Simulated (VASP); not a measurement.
# Sn3C (R3m) in VASP: single point with PBE

Aim: the single point of Sn3C with PBE.

Program: VASP 6.6.1. These are calculated values, not measurements. Logs are shortened: lines on timing, memory, paths and dates and some standing lists are left out, and cuts for length are marked.

## Step 1: The cell of the first run

It takes space group R3m (No. 160, trigonal). Conventional cell: a = 3.978 Å, b = 3.978 Å, c = 21.678 Å, α = 90.00°, β = 90.00°, γ = 120.00°. C (site symmetry 3m) has 4 Sn at 2.20 to 2.37 Å within 2.9 Å. Sn (site symmetry 3m) has 4 Sn at 2.76 to 2.90 Å within 3.6 Å. Within 3.1 Å of Sn (site symmetry 3m) lie 3 C at 2.37 Å and 1 Sn at 2.90 Å. Sn (site symmetry 3m) has 1 C at 2.20 Å and 3 Sn at 2.76 Å within 2.9 Å.

## Step 2: Single point, PBE

INCAR reads:

```
PREC     = Accurate       # precision mode
ENCUT    = 520            # plane-wave cutoff, eV
EDIFF    = 1E-7           # SCF threshold, eV
ISMEAR   = -1             # smearing method
SIGMA    = 0.02           # smearing width, eV
LREAL    = F              # projectors in reciprocal space
LASPH    = T              # aspherical terms in the spheres
NELM     = 80             # most SCF steps
ALGO     = Normal         # electronic algorithm
ISIF     = 2              # what is computed and relaxed
LWAVE    = F              # write WAVECAR
LCHARG   = F              # write CHGCAR
GGA      = PE             # functional
NBANDS   = 31             # bands
```

KPOINTS reads:

```
regular mesh
0
Gamma
  6 6 6
```

POSCAR reads:

```
Sn3C
1.0
    1.9889269004      1.1483074813      7.2261631430
   -1.9889269004      1.1483074813      7.2261631430
    0.0000000000     -2.2966149628      7.2261631429
C Sn
1 3
Direct
    0.9993786089     -0.0006213911     -0.0006213911
    0.4934145479      0.4934145479      0.4934145479
    0.3594778857      0.3594778857      0.3594778857
    0.8977289575      0.8977289575      0.8977289575
```

Potentials or basis: VASP PAW PBE potentials, release 64 (C, Sn_d).

Command:

```bash
cat potpaw_PBE.64/C/POTCAR potpaw_PBE.64/Sn_d/POTCAR > POTCAR
mpirun -np 1 vasp_std > vasp.out
```

OUTCAR:

```text
PREC = Accurate
   ENCUT = 520
   EDIFF = 1E-7
   ISMEAR = -1
   LREAL = F
   LASPH = T
   NELM = 80
   ISIF = 2
   GGA = PE

 ion  position               nearest neighbor table
   1  0.999  0.999  0.999-   4 2.20   3 2.37   3 2.37   3 2.37
   2  0.493  0.493  0.493-   4 2.76   4 2.76   4 2.76   3 2.90
   3  0.359  0.359  0.359-   1 2.37   1 2.37   1 2.37   2 2.90   4 3.61   4 3.61   4 3.61
   4  0.898  0.898  0.898-   1 2.20   2 2.76   2 2.76   2 2.76   3 3.61   3 3.61   3 3.61

  LATTYP: Found a trigonal (rhomboedric) cell.
 ALAT       =     7.5823396162
 COS(alpha) =     0.8623864579

  Lattice vectors:

 A1 = (   1.9889269004,   1.1483074813,   7.2261631430)
 A2 = (  -1.9889269004,   1.1483074813,   7.2261631430)
 A3 = (   0.0000000000,  -2.2966149628,   7.2261631429)

Analysis of symmetry for initial positions (statically):
=====================================================================
 Subroutine PRICEL returns:
 Original cell was already a primitive cell.

 Routine SETGRP: Setting up the symmetry group for a
 trigonal (rhombohedral) supercell.

 Subroutine GETGRP returns: Found  6 space group operations
 (whereof  6 operations were pure point group operations)
 out of a pool of 12 trial point group operations.

The static configuration has the point symmetry C_3v.

Analysis of symmetry for dynamics (positions and initial velocities):
=====================================================================
 Subroutine PRICEL returns:
 Original cell was already a primitive cell.

 Routine SETGRP: Setting up the symmetry group for a
 trigonal (rhombohedral) supercell.

 Subroutine GETGRP returns: Found  6 space group operations
 (whereof  6 operations were pure point group operations)
 out of a pool of 12 trial point group operations.

The dynamic configuration has the point symmetry C_3v.

 Subroutine INISYM returns: Found  6 space group operations
 (whereof  6 operations are pure point group operations),
 and found     1 'primitive' translations

----------------------------------------------------------------------------------------

                                     Primitive cell

  volume of cell :      99.0230

  direct lattice vectors                    reciprocal lattice vectors
     1.988926900  1.148307481  7.226163143     0.251391843  0.145141148  0.046128675
    -1.988926900  1.148307481  7.226163143    -0.251391843  0.145141148  0.046128675
     0.000000000 -2.296614963  7.226163143     0.000000000 -0.290282297  0.046128675

  length of vectors
     7.582339616  7.582339616  7.582339616     0.293924593  0.293924593  0.293924593

  position of ions in fractional coordinates (direct lattice)
     0.999378609  0.999378609  0.999378609
     0.493414548  0.493414548  0.493414548
     0.359477886  0.359477886  0.359477886
     0.897728958  0.897728958  0.897728958

  ion indices of the primitive-cell ions
   primitive index   ion index
                 1           1
                 2           2
                 3           3
                 4           4

----------------------------------------------------------------------------------------

 KPOINTS: regular mesh

Automatic generation of k-mesh.
 Grid dimensions read from file:
 generate k-points for:    6    6    6

 Generating k-lattice:

  Cartesian coordinates                     Fractional coordinates (reciprocal lattice)
     0.041898641  0.024190191  0.007688113     0.166666667  0.000000000  0.000000000
    -0.041898641  0.024190191  0.007688113     0.000000000  0.166666667  0.000000000
     0.000000000 -0.048380383  0.007688113     0.000000000  0.000000000  0.166666667

  Length of vectors
     0.048987432  0.048987432  0.048987432

  Shift w.r.t. Gamma in fractional coordinates (k-lattice)
     0.000000000  0.000000000  0.000000000

 Subroutine IBZKPT returns following result:
 ===========================================

 Found     32 irreducible k-points:

 Following reciprocal coordinates:
            Coordinates               Weight
  0.000000  0.000000  0.000000      1.000000
  0.166667  0.000000 -0.000000      6.000000
  0.333333  0.000000 -0.000000      6.000000
  0.500000  0.000000  0.000000      3.000000
  0.166667  0.166667 -0.000000      6.000000
  0.333333  0.166667  0.000000     12.000000
[... 16 lines left out ...]
  0.500000  0.500000  0.166667      6.000000
 -0.333333  0.500000  0.166667     12.000000
 [... further k-points ...]
   k-points           NKPTS =     32   k-points in BZ     NKDIM =     32   number of bands    NBANDS=     31
   number of dos      NEDOS =    301   number of ions     NIONS =      4
   total plane-waves  NPLWV = 175616
   dimension x,y,z NGX =    56 NGY =   56 NGZ =   56
   dimension x,y,z NGXF=   112 NGYF=  112 NGZF=  112
   ions per type =               1   3
   NGX,Y,Z   is equivalent  to a cutoff of  12.28, 12.28, 12.28 a.u.
   NGXF,Y,Z  is equivalent  to a cutoff of  24.56, 24.56, 24.56 a.u.
 SYSTEM =  unknown system
   PREC   = accura    normal or accurate (medium, high low for compatibility)
   ISTART =      0    job   : 0-new  1-cont  2-samecut
   ICHARG =      2    charge: 1-file 2-atom 10-const
   ISPIN  =      1    spin polarized calculation?
   LNONCOLLINEAR =      F non collinear calculations
   LSORBIT =      F    spin-orbit coupling
   LASPH  =      T    aspherical Exc in radial PAW
   ENCUT  =  520.0 eV  38.22 Ry    6.18 a.u.  14.10 14.10 14.10*2*pi/ulx,y,z
   NELM   =     80;   NELMIN=  2; NELMDL= -5     # of ELM steps
   EDIFF  = 0.1E-06   stopping-criterion for ELM
   LREAL  =      F    real-space projection
   EDIFFG = 0.1E-05   stopping-criterion for IOM
   NSW    =      0    number of steps for IOM
   IBRION =     -1    ionic relax: 0-MD 1-quasi-New 2-CG
   NFREE  =      0    steps in history (QN), initial steepest desc. (CG)
   ISIF   =      2    stress and relaxation
   ISYM   =      2    0-nonsym 1-usesym 2-fastsym
   POTIM  = 0.5000    time-step for ionic-motion
   TEBEG  =    0.0;   TEEND  =   0.0 temperature during run
   PSTRESS=    0.0 pullay stress
   NELECT =      46.0000    total number of electrons
   NUPDOWN=      -1.0000    fix difference up-down
   EMIN   =  10.00;   EMAX   =-10.00  energy-range for DOS
   EFERMI =   0.00;   METHOD = LEGACY
   ISMEAR =    -1;   SIGMA  =   0.02  broadening in eV -4-tet -1-fermi 0-gaus
   EFERMI_NEDOS =   21; number of points for ismear=-14 and -15
   IALGO  =     38    algorithm
   IMIX   =      4    mixing-type and parameters
     AMIX     =   0.40;   BMIX     =  1.00
     AMIX_MAG =   1.60;   BMIX_MAG =  1.00
  volume/ion in A,a.u.               =      24.76       167.06
  Fermi-wavevector in a.u.,A,eV,Ry     =   1.267892  2.395968 21.872031  1.607549
  Thomas-Fermi vector in A             =   2.401015
   LORBIT       =      0    0 simple, 1 ext, 2 COOP (PROOUT), +10 PAW based schemes
   GGA     = PE    functional components
   LHFCALC =     F    Hartree Fock is set to
   AEXX    =    0.0000 exact exchange contribution
   IVDW    =     0    specifies the selected vdW correction
   LEPSILON=     F    determine dielectric tensor
   LRPA    =     F    only Hartree local field effects (RPA)
 non-spin polarized calculation
  energy-cutoff  :      520.00
  volume of cell :       99.02
 maximum number of plane-waves:      2697
   NGX = 29   NGY = 29   NGZ = 29

 number of electron      46.0000002 magnetization

 Free energy of the ion-electron system (eV)
  ---------------------------------------------------
  ext. energy  EPLUGINS =         0.00000000
  ---------------------------------------------------
  free energy    TOTEN  =       -17.63510841 eV

  energy without entropy =      -17.63392578  energy(sigma->0) =      -17.63451710

 E-fermi :   7.0225     XC(G=0):  -9.7188

 val. band max:        6.9870124072   @ k =   0.3333   0.3333   0.1667
 cond. band min:       7.0793424449   @ k =  -0.3333   0.5000   0.1667
 fundamental gap:      0.0923300377
 Fermi energy:         7.0224878181

 k-point     1 :       0.0000    0.0000    0.0000
  band No.  band energies     occupation
      1     -15.1925      2.00000
      2     -15.0995      2.00000
      3     -15.0995      2.00000
      4     -15.0502      2.00000
      5     -15.0502      2.00000
      6     -14.9464      2.00000
[... 23 lines left out ...]
     30      11.2970      0.00000
     31      11.6831      0.00000

 k-point     2 :       0.1667    0.0000   -0.0000
  band No.  band energies     occupation
      1     -15.1866      2.00000
      2     -15.1050      2.00000
      3     -15.1016      2.00000
      4     -15.0515      2.00000
      5     -15.0408      2.00000
      6     -14.9381      2.00000
[... 23 lines left out ...]
     30      12.1457      0.00000
     31      12.5954      0.00000

 k-point     3 :       0.3333    0.0000   -0.0000
  band No.  band energies     occupation
      1     -15.1751      2.00000
      2     -15.1161      2.00000
      3     -15.1058      2.00000
      4     -15.0544      2.00000
      5     -15.0218      2.00000
      6     -14.9212      2.00000
[... 23 lines left out ...]
     30      12.1644      0.00000
     31      13.0293      0.00000

 k-point     4 :       0.5000    0.0000    0.0000
  band No.  band energies     occupation
      1     -15.1695      2.00000
      2     -15.1217      2.00000
      3     -15.1079      2.00000
      4     -15.0559      2.00000
      5     -15.0121      2.00000
      6     -14.9126      2.00000
[... 23 lines left out ...]
     30      12.0519      0.00000
     31      13.1509      0.00000

 k-point     5 :       0.1667    0.1667   -0.0000
  band No.  band energies     occupation
      1     -15.1864      2.00000
      2     -15.1069      2.00000
      3     -15.0999      2.00000
      4     -15.0512      2.00000
      5     -15.0412      2.00000
      6     -14.9400      2.00000
[... 23 lines left out ...]
     30      12.2450      0.00000
     31      12.7203      0.00000
[... 542 lines left out ...]
     30      12.3403      0.00000
     31      13.7693      0.00000

 k-point    22 :      -0.1667    0.3333    0.1667
  band No.  band energies     occupation
      1     -15.1685      2.00000
      2     -15.1206      2.00000
      3     -15.1057      2.00000
      4     -15.0509      2.00000
      5     -15.0185      2.00000
      6     -14.9198      2.00000
[... 23 lines left out ...]
     30      12.5370      0.00000
     31      13.7371      0.00000

 k-point    23 :       0.5000    0.5000    0.1667
  band No.  band energies     occupation
      1     -15.1747      2.00000
      2     -15.1179      2.00000
      3     -15.1029      2.00000
      4     -15.0539      2.00000
      5     -15.0222      2.00000
      6     -14.9247      2.00000
[... 23 lines left out ...]
     30      13.2221      0.00000
     31      13.4735      0.00000

 k-point    24 :      -0.3333    0.5000    0.1667
  band No.  band energies     occupation
      1     -15.1680      2.00000
      2     -15.1205      2.00000
      3     -15.1060      2.00000
      4     -15.0510      2.00000
      5     -15.0183      2.00000
      6     -14.9196      2.00000
[... 23 lines left out ...]
     30      12.5643      0.00000
     31      13.9753      0.00000

 [... further k-points ...]
[... 5 lines left out ...]
  --------------------------------------------------------------------------------------
  -------------------------------------------------------------------------------------
  Total        0.9273782      0.9273782      1.4351688     -0.0000000      0.0000000      0.0000000
  in kB       15.0048428     15.0048428     23.2208197     -0.0000000      0.0000000      0.0000000
  external PRESSURE =      17.7435017 kB  Pullay stress =       0.0000000 kB

 VOLUME and BASIS-vectors are now :
 -----------------------------------------------------------------------------
  energy-cutoff  :      520.00
  volume of cell :       99.02
      direct lattice vectors                 reciprocal lattice vectors
     1.988926900  1.148307481  7.226163143     0.251391843  0.145141148  0.046128675
    -1.988926900  1.148307481  7.226163143    -0.251391843  0.145141148  0.046128675
     0.000000000 -2.296614963  7.226163143     0.000000000 -0.290282297  0.046128675

 POSITION                                       TOTAL-FORCE (eV/Angst)
 -----------------------------------------------------------------------------------
      0.00000     -0.00000     21.66502         0.000000     -0.000000      0.083823
      0.00000     -0.00000     10.69648         0.000000      0.000000     -0.186161
      0.00000     -0.00000      7.79294         0.000000      0.000000     -0.046955
      0.00000     -0.00000     19.46141         0.000000     -0.000000      0.149292
 -----------------------------------------------------------------------------------
    total drift:                                0.000000     -0.000000     -0.001198

  FREE ENERGIE OF THE ION-ELECTRON SYSTEM (eV)
  ---------------------------------------------------
  free  energy   TOTEN  =       -17.6351084144 eV

  energy  without entropy=      -17.6339257758  energy(sigma->0) =      -17.63451710
```

Wall time 5 min (1 thread of Intel Xeon Platinum 8375C at 2.90GHz (Ice Lake), shared host); peak memory 0.45 GiB.

Results:

```yaml
Free_energy: -17.6351 eV
Pressure: 1.8 GPa
Largest_force: 0.186 eV/Å
Band_gap_on_the_k_mesh: zero (band 23 reaches 8.36 eV, above the bottom of band 24 at 6.49 eV)
```

Forces in eV/Å, atoms in the order of the input:
```
C    0.000  0.000  0.084
Sn   0.000  0.000 -0.186
Sn   0.000  0.000 -0.047
Sn   0.000  0.000  0.149
```

Caveat: spin-orbit coupling is left out, which moves the levels of the heavy elements.
